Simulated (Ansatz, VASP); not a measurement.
# MgHgSe2: VASP beside Ansatz

File INCAR:

```
SYSTEM = MgHgSe2
  PREC = Accurate
  ENCUT = 600
  EDIFF = 1E-6
  ISMEAR = 0
  SIGMA = 0.01
  LREAL = .False.
  LASPH = .True.
  NELM = 120
  ALGO = Normal
  ISIF = 2
  LWAVE = .False.
  LCHARG = .True.
  GGA = PE
  IVDW = 12
  LELF = .True.
  LVHAR = .True.
  NBANDS = 21
  GGA_COMPAT = .False.
```

KPOINTS

```
regular mesh
0
Gamma
  4 4 4
  0 0 0
```

File POSCAR:

```
MgHgSe2
1.0
    4.3138610726      0.0000000000      0.0000000000
    0.0000000000      4.3138610726      0.0000000000
    0.0000000000      0.0000000000      5.9854478143
Mg Se Hg
1 2 1
Direct
    0.0000000000      0.0000000000      0.0000000000
    0.0000000000      0.5000000000      0.2354752515
    0.5000000000      0.0000000000      0.7645247485
    0.5000000000      0.5000000000      0.5000000000
```

Input for Ansatz:

```yaml
crystal:
  lattice:
    - [4.3138610726, 0.0, 0.0]
    - [0.0, 4.3138610726, 0.0]
    - [0.0, 0.0, 5.9854478143]
  atoms:
    - { symbol: Mg, position: [0.0, 0.0, 0.0] }
    - { symbol: Se, position: [0.0, 0.5, 0.2354752515] }
    - { symbol: Hg, position: [0.5, 0.5, 0.5] }
    - { symbol: Se, position: [0.5, 0.0, 0.7645247485] }
kpoints:
  mp_grid: { grid: [4, 4, 4] }
hamiltonian:
  xc: pbe
  dispersion: d3bj
scf:
  occupations: { method: fixed }
  n_extra_bands: 5
output:
  forces: true
  stress: true
  eigenvalues: true
```

Alike in both runs: task single point; functional PBE; dispersion D3(BJ); k mesh 4 × 4 × 4; no spin polarisation.

|  | VASP | Ansatz |
| --- | --- | --- |
| version | VASP 6.6.1 | Ansatz 0.2.0 |
| potentials or method | VASP PAW PBE potentials, release 64 (Mg, Se, Hg) | plane waves |
| plane-wave cutoff (eV) | 600 | 420 |
| occupations | gaussian, width 0.01 eV | fixed |
| valence electrons in the cell | 26 | 62 |

Ansatz gave:

* gap on the k mesh at the Fermi level (eV): 0.62
* pressure (GPa): -0.5
* rms of the force components (eV/Å): 0.026

**Question.** What did VASP give for the same quantities?

**Answer.** gap on the k mesh at the Fermi level (eV): 0.62; pressure (GPa): -0.4; rms of the force components (eV/Å): 0.042.

VASP's potentials hold 26 valence electrons a cell and Ansatz's 62, so a difference there can come from the potentials and not from the codes.

Neither program's run includes spin-orbit coupling.
